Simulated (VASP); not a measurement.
# SiGe (P6_3mc) in VASP: a series of runs

The runs below take SiGe through single point, with r2SCAN.

Program: VASP 6.6.1. These are calculated values, not measurements. Logs are shortened: lines on timing, memory, paths and dates and some standing lists are left out, and cuts for length are marked.

## Step 1: The cell of the first run

Symmetry: P6_3mc, No. 186, hexagonal system. Conventional cell: a = 3.904 Å, b = 3.904 Å, c = 6.454 Å, α = 90.00°, β = 90.00°, γ = 120.00°. Within 3.1 Å of Si (site symmetry 3m) lie 4 Ge at 2.35 to 2.56 Å. Ge (site symmetry 3m) has 4 Si at 2.35 to 2.56 Å within 3.1 Å.

## Step 2: Single point, r2SCAN (all Ge atoms moved -0.150 Å, as atom 3 along Cartesian [0 0 1])

POSCAR reads:

```
SiGe
1.0
    3.9043776430      0.0000000000      0.0000000000
   -1.9521888215      3.3812902248      0.0000000000
    0.0000000000      0.0000000000      6.4536796672
Si Ge
2 2
Direct
    0.6666666667      0.3333333333      0.8744661518
    0.3333333333      0.6666666667      0.3744661518
    0.6666666667      0.3333333333      0.4772902939
    0.3333333333      0.6666666667     -0.0227097061
```

INCAR.step1 reads:

```
SYSTEM = SiGe
PREC = Accurate
ENCUT = 520
ISMEAR = 0
SIGMA = 0.05
LREAL = .False.
LASPH = .True.
NELM = 80
NBANDS = 26
GGA = PE
ALGO = Normal
EDIFF = 1E-4
LWAVE = .True.
LCHARG = .False.
```

INCAR.step2 reads:

```
SYSTEM = SiGe
PREC = Accurate
ENCUT = 520
EDIFF = 1E-6
ISMEAR = 0
SIGMA = 0.05
LREAL = .False.
LASPH = .True.
NELM = 80
ALGO = Normal
ISIF = 2
LWAVE = .False.
LCHARG = .False.
METAGGA = R2SCAN
LMIXTAU = .True.
NBANDS = 26
ISTART = 1
```

KPOINTS reads:

```
Automatic mesh
0
Gamma
  12 12 4
  0 0 0
```

Potentials or basis: VASP PAW PBE potentials, release 64 (Si, Ge_d).

Launch:

```sh
> cat potpaw_PBE.64/Si/POTCAR potpaw_PBE.64/Ge_d/POTCAR > POTCAR
> cp INCAR.step1 INCAR
> mpirun -np 1 vasp_std > vasp.out
> cp INCAR.step2 INCAR
> mpirun -np 1 vasp_std > vasp.out
```

OUTCAR:

```text
SYSTEM = SiGe
   PREC = Accurate
   ENCUT = 520
   EDIFF = 1E-6
   ISMEAR = 0
   LREAL = .False.
   LASPH = .True.
   NELM = 80
   ISIF = 2
   METAGGA = R2SCAN
   ISTART = 1

 ion  position               nearest neighbor table
   1  0.667  0.333  0.874-   4 2.35   4 2.35   4 2.35   3 2.56
   2  0.333  0.667  0.374-   3 2.35   3 2.35   3 2.35   4 2.56
   3  0.667  0.333  0.477-   2 2.35   2 2.35   2 2.35   1 2.56
   4  0.333  0.667  0.977-   1 2.35   1 2.35   1 2.35   2 2.56

  LATTYP: Found a hexagonal cell.
 ALAT       =     3.9043776430
 C/A-ratio  =     1.6529342849

  Lattice vectors:

 A1 = (   3.9043776430,   0.0000000000,   0.0000000000)
 A2 = (  -1.9521888215,   3.3812902248,   0.0000000000)
 A3 = (   0.0000000000,   0.0000000000,   6.4536796672)

Analysis of symmetry for initial positions (statically):
=====================================================================
 Subroutine PRICEL returns:
 Original cell was already a primitive cell.

 Routine SETGRP: Setting up the symmetry group for a
 hexagonal supercell.

 Subroutine GETGRP returns: Found 12 space group operations
 (whereof  6 operations were pure point group operations)
 out of a pool of 24 trial point group operations.

The static configuration has the point symmetry C_3v.
 The point group associated with its full space group is C_6v.

Analysis of symmetry for dynamics (positions and initial velocities):
=====================================================================
 Subroutine PRICEL returns:
 Original cell was already a primitive cell.

 Routine SETGRP: Setting up the symmetry group for a
 hexagonal supercell.

 Subroutine GETGRP returns: Found 12 space group operations
 (whereof  6 operations were pure point group operations)
 out of a pool of 24 trial point group operations.

The dynamic configuration has the point symmetry C_3v.
 The point group associated with its full space group is C_6v.

 Subroutine INISYM returns: Found 12 space group operations
 (whereof  6 operations are pure point group operations),
 and found     1 'primitive' translations

----------------------------------------------------------------------------------------

                                     Primitive cell

  volume of cell :      85.2004

  direct lattice vectors                    reciprocal lattice vectors
     3.904377643  0.000000000  0.000000000     0.256122766  0.147872548  0.000000000
    -1.952188822  3.381290225  0.000000000     0.000000000  0.295745095  0.000000000
     0.000000000  0.000000000  6.453679667     0.000000000  0.000000000  0.154950362

  length of vectors
     3.904377643  3.904377643  6.453679667     0.295745095  0.295745095  0.154950362

  position of ions in fractional coordinates (direct lattice)
     0.666666667  0.333333333  0.874466152
     0.333333333  0.666666667  0.374466152
     0.666666667  0.333333333  0.477290294
     0.333333333  0.666666667  0.977290294

  ion indices of the primitive-cell ions
   primitive index   ion index
                 1           1
                 2           2
                 3           3
                 4           4

----------------------------------------------------------------------------------------

 KPOINTS: Automatic mesh

Automatic generation of k-mesh.
 Grid dimensions read from file:
 generate k-points for:   12   12    4

 Generating k-lattice:

  Cartesian coordinates                     Fractional coordinates (reciprocal lattice)
     0.021343564  0.012322712  0.000000000     0.083333333  0.000000000  0.000000000
     0.000000000  0.024645425  0.000000000     0.000000000  0.083333333  0.000000000
     0.000000000  0.000000000  0.038737590     0.000000000  0.000000000  0.250000000

  Length of vectors
     0.024645425  0.024645425  0.038737590

  Shift w.r.t. Gamma in fractional coordinates (k-lattice)
     0.000000000  0.000000000  0.000000000

 Subroutine IBZKPT returns following result:
 ===========================================

 Found     57 irreducible k-points:

 Following reciprocal coordinates:
            Coordinates               Weight
  0.000000  0.000000  0.000000      1.000000
  0.083333 -0.000000  0.000000      6.000000
  0.166667 -0.000000  0.000000      6.000000
  0.250000 -0.000000  0.000000      6.000000
  0.333333 -0.000000  0.000000      6.000000
  0.416667 -0.000000  0.000000      6.000000
[... 16 lines left out ...]
  0.250000 -0.000000  0.250000     12.000000
  0.333333 -0.000000  0.250000     12.000000
 [... further k-points ...]
   k-points           NKPTS =     57   k-points in BZ     NKDIM =     57   number of bands    NBANDS=     26
   number of dos      NEDOS =    301   number of ions     NIONS =      4
   total plane-waves  NPLWV =  43200
   dimension x,y,z NGX =    30 NGY =   30 NGZ =   48
   dimension x,y,z NGXF=    60 NGYF=   60 NGZF=   96
   ions per type =               2   2
   NGX,Y,Z   is equivalent  to a cutoff of  12.77, 12.77, 12.36 a.u.
   NGXF,Y,Z  is equivalent  to a cutoff of  25.55, 25.55, 24.73 a.u.
 SYSTEM =  SiGe
   PREC   = accura    normal or accurate (medium, high low for compatibility)
   ISTART =      1    job   : 0-new  1-cont  2-samecut
   ICHARG =      0    charge: 1-file 2-atom 10-const
   ISPIN  =      1    spin polarized calculation?
   LNONCOLLINEAR =      F non collinear calculations
   LSORBIT =      F    spin-orbit coupling
   LASPH  =      T    aspherical Exc in radial PAW
   ENCUT  =  520.0 eV  38.22 Ry    6.18 a.u.   7.26  7.26 12.00*2*pi/ulx,y,z
   NELM   =     80;   NELMIN=  2; NELMDL=  0     # of ELM steps
   EDIFF  = 0.1E-05   stopping-criterion for ELM
   LREAL  =      F    real-space projection
   EDIFFG = 0.1E-04   stopping-criterion for IOM
   NSW    =      0    number of steps for IOM
   IBRION =     -1    ionic relax: 0-MD 1-quasi-New 2-CG
   NFREE  =      0    steps in history (QN), initial steepest desc. (CG)
   ISIF   =      2    stress and relaxation
   ISYM   =      2    0-nonsym 1-usesym 2-fastsym
   POTIM  = 0.5000    time-step for ionic-motion
   TEBEG  =    0.0;   TEEND  =   0.0 temperature during run
   PSTRESS=    0.0 pullay stress
   NELECT =      36.0000    total number of electrons
   NUPDOWN=      -1.0000    fix difference up-down
   EMIN   =  10.00;   EMAX   =-10.00  energy-range for DOS
   EFERMI =   0.00;   METHOD = LEGACY
   ISMEAR =     0;   SIGMA  =   0.05  broadening in eV -4-tet -1-fermi 0-gaus
   EFERMI_NEDOS =   21; number of points for ismear=-14 and -15
   IALGO  =     38    algorithm
   IMIX   =      4    mixing-type and parameters
     AMIX     =   0.40;   BMIX     =  1.00
     AMIX_MAG =   1.60;   BMIX_MAG =  1.00
  volume/ion in A,a.u.               =      21.30       143.74
  Fermi-wavevector in a.u.,A,eV,Ry     =   1.228462  2.321457 20.532813  1.509119
  Thomas-Fermi vector in A             =   2.363387
   LORBIT       =      0    0 simple, 1 ext, 2 COOP (PROOUT), +10 PAW based schemes
   METAGGA = R2SCAN    functional components
   LHFCALC =     F    Hartree Fock is set to
   AEXX    =    0.0000 exact exchange contribution
   IVDW    =     0    specifies the selected vdW correction
   LEPSILON=     F    determine dielectric tensor
   LRPA    =     F    only Hartree local field effects (RPA)
 non-spin polarized calculation
 Gauss-broadening in eV      SIGMA  =   0.05
  energy-cutoff  :      520.00
  volume of cell :       85.20
 maximum number of plane-waves:      2316
 NGX is ok and might be reduce to    30
   NGX = 15   NGY = 15   NGZ = 23

 number of electron      35.9999978 magnetization

 Free energy of the ion-electron system (eV)
  ---------------------------------------------------
  ext. energy  EPLUGINS =         0.00000000
  ---------------------------------------------------
  free energy    TOTEN  =       -44.92922853 eV

  energy without entropy =      -44.92899452  energy(sigma->0) =      -44.92911153

 E-fermi :   5.9075     XC(G=0): -10.3737

 val. band max:        5.8445557183   @ k =   0.0833  -0.0000   0.0000
 cond. band min:       5.9193867499   @ k =   0.0000   0.0000   0.0000
 fundamental gap:      0.0748310316
 Fermi energy:         5.9075099972

 k-point     1 :       0.0000    0.0000    0.0000
  band No.  band energies     occupation
      1     -19.7867      2.00000
      2     -19.7867      2.00000
      3     -19.7845      2.00000
      4     -19.7845      2.00000
      5     -19.7815      2.00000
      6     -19.7804      2.00000
[... 18 lines left out ...]
     25       9.8038      0.00000
     26      12.6448      0.00000

 k-point     2 :       0.0833   -0.0000    0.0000
  band No.  band energies     occupation
      1     -19.7869      2.00000
      2     -19.7861      2.00000
      3     -19.7855      2.00000
      4     -19.7839      2.00000
      5     -19.7802      2.00000
      6     -19.7799      2.00000
[... 18 lines left out ...]
     25      10.1343      0.00000
     26      11.9969      0.00000

 k-point     3 :       0.1667   -0.0000    0.0000
  band No.  band energies     occupation
      1     -19.7878      2.00000
      2     -19.7868      2.00000
      3     -19.7846      2.00000
      4     -19.7823      2.00000
      5     -19.7787      2.00000
      6     -19.7776      2.00000
[... 18 lines left out ...]
     25      11.0066      0.00000
     26      11.1717      0.00000

 k-point     4 :       0.2500   -0.0000    0.0000
  band No.  band energies     occupation
      1     -19.7895      2.00000
      2     -19.7876      2.00000
      3     -19.7827      2.00000
      4     -19.7801      2.00000
      5     -19.7770      2.00000
      6     -19.7748      2.00000
[... 18 lines left out ...]
     25      12.2107      0.00000
     26      12.3959      0.00000

 k-point     5 :       0.3333   -0.0000    0.0000
  band No.  band energies     occupation
      1     -19.7911      2.00000
      2     -19.7884      2.00000
      3     -19.7810      2.00000
      4     -19.7780      2.00000
      5     -19.7753      2.00000
      6     -19.7723      2.00000
[... 18 lines left out ...]
     25      12.6106      0.00000
     26      13.2173      0.00000

 k-point     6 :       0.4167   -0.0000    0.0000
  band No.  band energies     occupation
      1     -19.7921      2.00000
      2     -19.7890      2.00000
      3     -19.7798      2.00000
      4     -19.7765      2.00000
      5     -19.7741      2.00000
      6     -19.7705      2.00000
[... 427 lines left out ...]
 k-point    21 :       0.0833   -0.0000    0.2500
  band No.  band energies     occupation
      1     -19.7867      2.00000
      2     -19.7858      2.00000
      3     -19.7857      2.00000
      4     -19.7842      2.00000
      5     -19.7802      2.00000
      6     -19.7800      2.00000
[... 18 lines left out ...]
     25       9.7709      0.00000
     26      12.7990      0.00000

 k-point    22 :       0.1667   -0.0000    0.2500
  band No.  band energies     occupation
      1     -19.7877      2.00000
      2     -19.7869      2.00000
      3     -19.7843      2.00000
      4     -19.7826      2.00000
      5     -19.7786      2.00000
      6     -19.7778      2.00000
[... 18 lines left out ...]
     25      10.6297      0.00000
     26      12.2943      0.00000

 k-point    23 :       0.2500   -0.0000    0.2500
  band No.  band energies     occupation
      1     -19.7892      2.00000
      2     -19.7879      2.00000
      3     -19.7823      2.00000
      4     -19.7805      2.00000
      5     -19.7768      2.00000
      6     -19.7752      2.00000
[... 18 lines left out ...]
     25      11.7986      0.00000
     26      12.0644      0.00000

 k-point    24 :       0.3333   -0.0000    0.2500
  band No.  band energies     occupation
      1     -19.7907      2.00000
      2     -19.7888      2.00000
      3     -19.7805      2.00000
      4     -19.7784      2.00000
      5     -19.7750      2.00000
      6     -19.7729      2.00000
[... 18 lines left out ...]
     25      13.0491      0.00000
     26      13.0647      0.00000

 [... further k-points ...]

------------------------ aborting loop because EDIFF is reached ----------------------------------------

  FORCE on cell =-STRESS in cart. coord.  units (eV):
  Direction    XX          YY          ZZ          XY          YZ          ZX
  --------------------------------------------------------------------------------------
  -------------------------------------------------------------------------------------
  Total        1.5845117      1.5845117     -2.0403748      0.0000000      0.0000000      0.0000000
  in kB       29.7964379     29.7964379    -38.3688564      0.0000000      0.0000000      0.0000000
  external PRESSURE =       7.0746732 kB  Pullay stress =       0.0000000 kB

 VOLUME and BASIS-vectors are now :
 -----------------------------------------------------------------------------
  energy-cutoff  :      520.00
  volume of cell :       85.20
      direct lattice vectors                 reciprocal lattice vectors
     3.904377643  0.000000000  0.000000000     0.256122766  0.147872548  0.000000000
    -1.952188822  3.381290225  0.000000000     0.000000000  0.295745095  0.000000000
     0.000000000  0.000000000  6.453679667     0.000000000  0.000000000  0.154950362

 POSITION                                       TOTAL-FORCE (eV/Angst)
 -----------------------------------------------------------------------------------
      1.95219      1.12710      5.64352         0.000000      0.000000     -1.508612
     -0.00000      2.25419      2.41668         0.000000      0.000000     -1.508612
      1.95219      1.12710      3.08028         0.000000     -0.000000      1.508612
     -0.00000      2.25419      6.30712        -0.000000     -0.000000      1.508612
 -----------------------------------------------------------------------------------
    total drift:                                0.000000      0.000000      0.010687

  FREE ENERGIE OF THE ION-ELECTRON SYSTEM (eV)
  ---------------------------------------------------
  free  energy   TOTEN  =       -44.9292285342 eV

  energy  without entropy=      -44.9289945233  energy(sigma->0) =      -44.92911153
```

Run time: 9.7 min. Hardware: 1 thread of Intel Xeon Platinum 8259CL at 2.50GHz (Skylake/Cascade Lake), shared host; peak memory 0.27 GiB.

Results:

```
Free energy   : -44.9292 eV
Pressure      : 0.7 GPa
Largest force : 1.509 eV/Å
```

Forces on the atoms (eV/Å):
```
Si   0.000  0.000 -1.509
Si   0.000  0.000 -1.509
Ge   0.000  0.000  1.509
Ge   0.000  0.000  1.509
```

Stress tensor (GPa, compression positive):
```
 2.98  0.00  0.00
 0.00  2.98  0.00
 0.00  0.00 -3.84
```

Caveat: the cell differs from its parent crystal (all Ge atoms moved -0.150 Å, as atom 3 along Cartesian [0 0 1]); the PAW data sets were made with another functional, which shifts forces and pressure a little.

(Part 1 of 2 ends here.)
